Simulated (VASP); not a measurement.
# KI in VASP: further runs

KI is run at these levels: HSE06; tasks: single point.

All numbers are computed with VASP 6.6.1; they aren't measurements. Logs are shortened: lines on timing, memory, paths and dates and some standing lists are left out, and cuts for length are marked.

## 1. The cell of the first run

The structure is cubic, space group Fm-3m (No. 225). Conventional cell: a = 6.805 Å, b = 6.805 Å, c = 6.805 Å, α = 90.00°, β = 90.00°, γ = 90.00°. K (site symmetry m-3m) has 6 I at 3.40 Å within 4.5 Å. Within 4.5 Å of I (site symmetry m-3m) lie 6 K at 3.40 Å.

## 2. Single point, HSE06 (strain -4.0%)

POSCAR reads:

```
KI
1.0
    0.0000000000      3.4025128477      3.4025128477
    3.4025128477      0.0000000000      3.4025128477
    3.4025128477      3.4025128477      0.0000000000
K I
1 1
Direct
    0.0000000000      0.0000000000      0.0000000000
    0.5000000000      0.5000000000      0.5000000000
```

INCAR.step1 reads:

```
PREC = Accurate
ENCUT = 520
EDIFF = 1E-5
ISMEAR = 0
SIGMA = 0.01
LREAL = F
LASPH = T
NELM = 80
ALGO = Normal
ISIF = 2
LWAVE = T
LCHARG = F
NBANDS = 15
GGA = PE
```

INCAR.step2 reads:

```
PREC = Accurate
ENCUT = 520
EDIFF = 1E-6
ISMEAR = 0
SIGMA = 0.01
LREAL = F
LASPH = T
NELM = 80
ALGO = Normal
ISIF = 2
LWAVE = F
LCHARG = F
GGA = PE
LHFCALC = T
HFSCREEN = 0.2079
PRECFOCK = Normal
NBANDS = 15
ISTART = 1
```

KPOINTS reads:

```
Automatic mesh
0
Gamma
  4 4 4
```

Potentials or basis: VASP PAW PBE potentials, release 64 (K_sv, I).

Run with:

```console
cat potpaw_PBE.64/K_sv/POTCAR potpaw_PBE.64/I/POTCAR > POTCAR
cp INCAR.step1 INCAR
mpirun -np 1 vasp_std > vasp.out
cp INCAR.step2 INCAR
mpirun -np 1 vasp_std > vasp.out
```

OUTCAR:

```text
PREC = Accurate
   ENCUT = 520
   EDIFF = 1E-6
   ISMEAR = 0
   LREAL = F
   LASPH = T
   NELM = 80
   ISIF = 2
   GGA = PE
   LHFCALC = T
   HFSCREEN = 0.2079
   PRECFOCK = Normal
   ISTART = 1

 ion  position               nearest neighbor table
   1  0.000  0.000  0.000-   2 3.40   2 3.40   2 3.40   2 3.40   2 3.40   2 3.40
   2  0.500  0.500  0.500-   1 3.40   1 3.40   1 3.40   1 3.40   1 3.40   1 3.40

  LATTYP: Found a face centered cubic cell.
 ALAT       =     6.8050256954

  Lattice vectors:

 A1 = (   0.0000000000,   3.4025128477,   3.4025128477)
 A2 = (   3.4025128477,   0.0000000000,   3.4025128477)
 A3 = (   3.4025128477,   3.4025128477,   0.0000000000)

Analysis of symmetry for initial positions (statically):
=====================================================================
 Subroutine PRICEL returns:
 Original cell was already a primitive cell.

 Routine SETGRP: Setting up the symmetry group for a
 face centered cubic supercell.

 Subroutine GETGRP returns: Found 48 space group operations
 (whereof 48 operations were pure point group operations)
 out of a pool of 48 trial point group operations.

The static configuration has the point symmetry O_h .

Analysis of symmetry for dynamics (positions and initial velocities):
=====================================================================
 Subroutine PRICEL returns:
 Original cell was already a primitive cell.

 Routine SETGRP: Setting up the symmetry group for a
 face centered cubic supercell.

 Subroutine GETGRP returns: Found 48 space group operations
 (whereof 48 operations were pure point group operations)
 out of a pool of 48 trial point group operations.

The dynamic configuration has the point symmetry O_h .

 Subroutine INISYM returns: Found 48 space group operations
 (whereof 48 operations are pure point group operations),
 and found     1 'primitive' translations

----------------------------------------------------------------------------------------

                                     Primitive cell

  volume of cell :      78.7824

  direct lattice vectors                    reciprocal lattice vectors
     0.000000000  3.402512848  3.402512848    -0.146950217  0.146950217  0.146950217
     3.402512848  0.000000000  3.402512848     0.146950217 -0.146950217  0.146950217
     3.402512848  3.402512848  0.000000000     0.146950217  0.146950217 -0.146950217

  length of vectors
     4.811879815  4.811879815  4.811879815     0.254525241  0.254525241  0.254525241

  position of ions in fractional coordinates (direct lattice)
     0.000000000  0.000000000  0.000000000
     0.500000000  0.500000000  0.500000000

  ion indices of the primitive-cell ions
   primitive index   ion index
                 1           1
                 2           2

----------------------------------------------------------------------------------------

 KPOINTS: Automatic mesh

Automatic generation of k-mesh.
 Grid dimensions read from file:
 generate k-points for:    4    4    4

 Generating k-lattice:

  Cartesian coordinates                     Fractional coordinates (reciprocal lattice)
    -0.036737554  0.036737554  0.036737554     0.250000000  0.000000000  0.000000000
     0.036737554 -0.036737554  0.036737554     0.000000000  0.250000000  0.000000000
     0.036737554  0.036737554 -0.036737554     0.000000000  0.000000000  0.250000000

  Length of vectors
     0.063631310  0.063631310  0.063631310

  Shift w.r.t. Gamma in fractional coordinates (k-lattice)
     0.000000000  0.000000000  0.000000000

 Subroutine IBZKPT returns following result:
 ===========================================

 Found      8 irreducible k-points:

 Following reciprocal coordinates:
            Coordinates               Weight
  0.000000  0.000000  0.000000      1.000000
  0.250000  0.000000  0.000000      8.000000
  0.500000  0.000000  0.000000      4.000000
  0.250000  0.250000  0.000000      6.000000
  0.500000  0.250000  0.000000     24.000000
 -0.250000  0.250000  0.000000     12.000000
  0.500000  0.500000  0.000000      3.000000
 -0.250000  0.500000  0.250000      6.000000
   k-points           NKPTS =      8   k-points in BZ     NKDIM =     64   number of bands    NBANDS=     15
   number of dos      NEDOS =    301   number of ions     NIONS =      2
   total plane-waves  NPLWV =  46656
   dimension x,y,z NGX =    36 NGY =   36 NGZ =   36
   dimension x,y,z NGXF=    72 NGYF=   72 NGZF=   72
   ions per type =               1   1
   NGX,Y,Z   is equivalent  to a cutoff of  12.44, 12.44, 12.44 a.u.
   NGXF,Y,Z  is equivalent  to a cutoff of  24.88, 24.88, 24.88 a.u.
 SYSTEM =  unknown system
   PREC   = accura    normal or accurate (medium, high low for compatibility)
   ISTART =      1    job   : 0-new  1-cont  2-samecut
   ICHARG =      0    charge: 1-file 2-atom 10-const
   ISPIN  =      1    spin polarized calculation?
   LNONCOLLINEAR =      F non collinear calculations
   LSORBIT =      F    spin-orbit coupling
   LASPH  =      T    aspherical Exc in radial PAW
   ENCUT  =  520.0 eV  38.22 Ry    6.18 a.u.   8.95  8.95  8.95*2*pi/ulx,y,z
   NELM   =     80;   NELMIN=  2; NELMDL=  0     # of ELM steps
   EDIFF  = 0.1E-05   stopping-criterion for ELM
   LREAL  =      F    real-space projection
   EDIFFG = 0.1E-04   stopping-criterion for IOM
   NSW    =      0    number of steps for IOM
   IBRION =     -1    ionic relax: 0-MD 1-quasi-New 2-CG
   NFREE  =      0    steps in history (QN), initial steepest desc. (CG)
   ISIF   =      2    stress and relaxation
   ISYM   =      3    0-nonsym 1-usesym 2-fastsym
   POTIM  = 0.5000    time-step for ionic-motion
   TEBEG  =    0.0;   TEEND  =   0.0 temperature during run
   PSTRESS=    0.0 pullay stress
   NELECT =      16.0000    total number of electrons
   NUPDOWN=      -1.0000    fix difference up-down
   EMIN   =  10.00;   EMAX   =-10.00  energy-range for DOS
   EFERMI =   0.00;   METHOD = LEGACY
   ISMEAR =     0;   SIGMA  =   0.01  broadening in eV -4-tet -1-fermi 0-gaus
   EFERMI_NEDOS =   21; number of points for ismear=-14 and -15
   IALGO  =     38    algorithm
   IMIX   =      1    mixing-type and parameters
     AMIX     =   0.40;   BMIX     =  1.00
     AMIX_MAG =   1.60;   BMIX_MAG =  1.00
  volume/ion in A,a.u.               =      39.39       265.83
  Fermi-wavevector in a.u.,A,eV,Ry     =   0.962288  1.818461 12.598969  0.925998
  Thomas-Fermi vector in A             =   2.091734
   LORBIT       =      0    0 simple, 1 ext, 2 COOP (PROOUT), +10 PAW based schemes
   GGA     = PE    functional components
   LHFCALC =     T    Hartree Fock is set to
   PRECFOCK=normal    Normal, Fast or Accurate (Low or Medium for compatibility)
   ENCUT4O =  -1.0   cutoff for four orbital integrals eV
   NKREDX  =     1    reduce k-point grid by
   NKREDY  =     1    reduce k-point grid by
   NKREDZ  =     1    reduce k-point grid by
   AEXX    =    0.2500 exact exchange contribution
   HFSCREEN=    0.2079 screening length (either q_TF or 0.3 A-1)
   HFSCREENC=   0.2079 screening length for correlation (either q_TF or 0.3 A-1)
   ENCUTFOCK=  -1.0 apply spherical cutoff to Coloumb kernel
   IVDW    =     0    specifies the selected vdW correction
   LEPSILON=     F    determine dielectric tensor
   LRPA    =     F    only Hartree local field effects (RPA)
 non-spin polarized calculation
 Gauss-broadening in eV      SIGMA  =   0.01
  energy-cutoff  :      520.00
  volume of cell :       78.78
 maximum number of plane-waves:      2148
  NGX = 28; NGY = 28; NGZ = 28

 number of electron      16.0000003 magnetization

 Free energy of the ion-electron system (eV)
  ---------------------------------------------------
  ext. energy  EPLUGINS =         0.00000000
  ---------------------------------------------------
  free energy    TOTEN  =        -6.32393767 eV

  energy without entropy =       -6.32393767  energy(sigma->0) =       -6.32393767

 E-fermi :  -0.3800     XC(G=0):  -6.4030

 val. band max:       -0.5120748777   @ k =   0.0000   0.0000   0.0000
 cond. band min:       4.7470838825   @ k =   0.0000   0.0000   0.0000
 fundamental gap:      5.2591587601
 Fermi energy:        -0.3799750674

 k-point     1 :       0.0000    0.0000    0.0000
  band No.  band energies     occupation
      1     -31.1668      2.00000
      2     -13.3160      2.00000
      3     -13.3160      2.00000
      4     -13.3160      2.00000
      5     -12.1123      2.00000
      6      -0.5121      2.00000
      7      -0.5121      2.00000
      8      -0.5121      2.00000
      9       4.7471      0.00000
     10       7.0727      0.00000
     11       7.0727      0.00000
     12       7.0727      0.00000
     13       7.9872      0.00000
     14       7.9872      0.00000
     15      10.4354      0.00000

 k-point     2 :       0.2500    0.0000    0.0000
  band No.  band energies     occupation
      1     -31.1648      2.00000
      2     -13.4889      2.00000
      3     -13.3166      2.00000
      4     -13.3166      2.00000
      5     -11.8324      2.00000
      6      -1.4748      2.00000
      7      -0.7547      2.00000
      8      -0.7547      2.00000
      9       5.8388      0.00000
     10       7.3190      0.00000
     11       7.7919      0.00000
     12       7.7919      0.00000
     13       8.8535      0.00000
     14       8.8535      0.00000
     15      11.6796      0.00000
[... 77 lines left out ...]
      3     -13.3474      2.00000
      4     -13.3474      2.00000
      5     -11.8824      2.00000
      6      -1.7841      2.00000
      7      -0.9812      2.00000
      8      -0.9812      2.00000
      9       5.2191      0.00000
     10       6.6073      0.00000
     11       9.0793      0.00000
     12      10.0250      0.00000
     13      10.0691      0.00000
     14      10.9480      0.00000
     15      10.9480      0.00000

 k-point     8 :      -0.2500    0.5000    0.2500
  band No.  band energies     occupation
      1     -31.1613      2.00000
      2     -13.4245      2.00000
      3     -13.3707      2.00000
      4     -13.3707      2.00000
      5     -11.7556      2.00000
      6      -1.4445      2.00000
      7      -1.4445      2.00000
      8      -1.2971      2.00000
      9       7.0817      0.00000
     10       7.0817      0.00000
     11       7.5615      0.00000
     12       9.4477      0.00000
     13       9.9224      0.00000
     14      11.0026      0.00000
     15      11.6452      0.00000

------------------------ aborting loop because EDIFF is reached ----------------------------------------

  FORCE on cell =-STRESS in cart. coord.  units (eV):
  Direction    XX          YY          ZZ          XY          YZ          ZX
  --------------------------------------------------------------------------------------
  -------------------------------------------------------------------------------------
  Total        1.1567884      1.1567884      1.1567884     -0.0000000     -0.0000000      0.0000000
  in kB       23.5253017     23.5253017     23.5253017     -0.0000000     -0.0000000      0.0000000
  external PRESSURE =      23.5253017 kB  Pullay stress =       0.0000000 kB

 VOLUME and BASIS-vectors are now :
 -----------------------------------------------------------------------------
  energy-cutoff  :      520.00
  volume of cell :       78.78
      direct lattice vectors                 reciprocal lattice vectors
     0.000000000  3.402512848  3.402512848    -0.146950217  0.146950217  0.146950217
     3.402512848  0.000000000  3.402512848     0.146950217 -0.146950217  0.146950217
     3.402512848  3.402512848  0.000000000     0.146950217  0.146950217 -0.146950217

 POSITION                                       TOTAL-FORCE (eV/Angst)
 -----------------------------------------------------------------------------------
      0.00000      0.00000      0.00000         0.000000      0.000000      0.000000
      3.40251      3.40251      3.40251        -0.000000     -0.000000     -0.000000
 -----------------------------------------------------------------------------------
    total drift:                                0.000000      0.000000      0.000000

  FREE ENERGIE OF THE ION-ELECTRON SYSTEM (eV)
  ---------------------------------------------------
  free  energy   TOTEN  =        -6.3239376694 eV

  energy  without entropy=       -6.3239376694  energy(sigma->0) =       -6.32393767
```

Wall time 8.4 min (1 thread of Intel Xeon Platinum 8259CL at 2.50GHz (Skylake/Cascade Lake), shared host); peak memory 0.32 GiB.

What came out:

```
Free energy            : -6.3239 eV
Pressure               : 2.4 GPa
Band gap on the k mesh : 5.26 eV
```

Levels at points of the mesh, in eV from the valence-band top:
```
           k point  band 6  band 7  band 8  band 9  band 10  band 11
(0.00, 0.00, 0.00)    0.00    0.00    0.00    5.26     7.58     7.58
(0.50, 0.00, 0.00)   -1.70   -0.46   -0.46    6.61     9.26     9.49
(0.50, 0.50, 0.00)   -1.27   -0.47   -0.47    5.73     7.12     9.59
```

Caveat: the cell differs from its parent crystal (strain -4.0%); the PAW data sets were made with another functional, which shifts forces and pressure a little; spin-orbit coupling is left out, which moves the levels of the heavy elements. A k mesh can miss the band edges.

[end of part 1 of 2]
